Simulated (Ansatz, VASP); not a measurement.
# Rh in VASP and in Ansatz

Contents of POSCAR:

```
Rh
1.0
    2.5699496729      0.0000000000      0.0000000000
   -1.2849748364      2.2256417031      0.0000000000
    0.0000000000      0.0000000000      5.0008412430
Rh
2
Direct
    0.6666666667      0.3333333333      0.7500000000
    0.3333333333      0.6666666667      0.2500000000
```

Contents of INCAR.step1:

```
ALGO = Normal
EDIFF = 1E-4
ENCUT = 520
GGA = PE
ISMEAR = 0
LASPH = T
LCHARG = F
LREAL = F
LWAVE = T
NBANDS = 22
NELM = 60
PREC = Accurate
SIGMA = 0.15
```

File INCAR.step2:

```
ALGO = Normal
EDIFF = 1E-6
ENCUT = 520
ISIF = 2
ISMEAR = 0
ISTART = 1
LASPH = T
LCHARG = F
LMIXTAU = T
LREAL = F
LWAVE = F
METAGGA = R2SCAN
NBANDS = 22
NELM = 60
PREC = Accurate
SIGMA = 0.15
```

File KPOINTS:

```
k-points
0
Gamma
  24 24 12
```

Input for Ansatz:

```yaml
crystal:
  lattice:
    - [2.5699496729, 0.0, 0.0]
    - [-1.2849748364, 2.2256417031, 0.0]
    - [0.0, 0.0, 5.000841243]
  atoms:
    - { symbol: Rh, position: [0.6666666667, 0.3333333333, 0.75] }
    - { symbol: Rh, position: [0.3333333333, 0.6666666667, 0.25] }
basis:
  ecutwfc: 500
kpoints:
  mp_grid: { grid: [24, 24, 12] }
hamiltonian:
  xc: r2scan
scf:
  occupations: { method: gaussian, width: 0.15 }
output:
  forces: true
  stress: true
  eigenvalues: true
```

Alike in both runs: task single point; functional r2SCAN; k mesh 24 × 24 × 12; occupations gaussian, width 0.15 eV; no spin polarisation.

```csv
,VASP,Ansatz
version,VASP 6.6.1,Ansatz 0.2.0
potentials or method,"VASP PAW PBE potentials, release 64 (Rh_pv), cutoff 520 eV","scalar-relativistic, plane waves, PAW"
valence electrons in the cell,30,34
```

VASP gave:

| Property | Result |
| --- | --- |
| gap on the k mesh at the Fermi level (eV) | none |
| pressure (GPa) | 1.7 |
| traceless stress, the component that is largest in VASP (GPa) | -32.77 |

Problem. What did Ansatz give for the same quantities?

Solution. gap on the k mesh at the Fermi level (eV): none; pressure (GPa): 0.6; traceless stress, the component that is largest in VASP (GPa): -32.19.

VASP's potentials were made for PBE, not for r2SCAN. A gap of «none» marks a metal or a gap that the smearing closes. The functional is the same, so the differences come from potentials, cutoffs and numerics. VASP's potentials hold 30 valence electrons a cell and Ansatz's 34, so a difference there can come from the potentials and not from the codes.
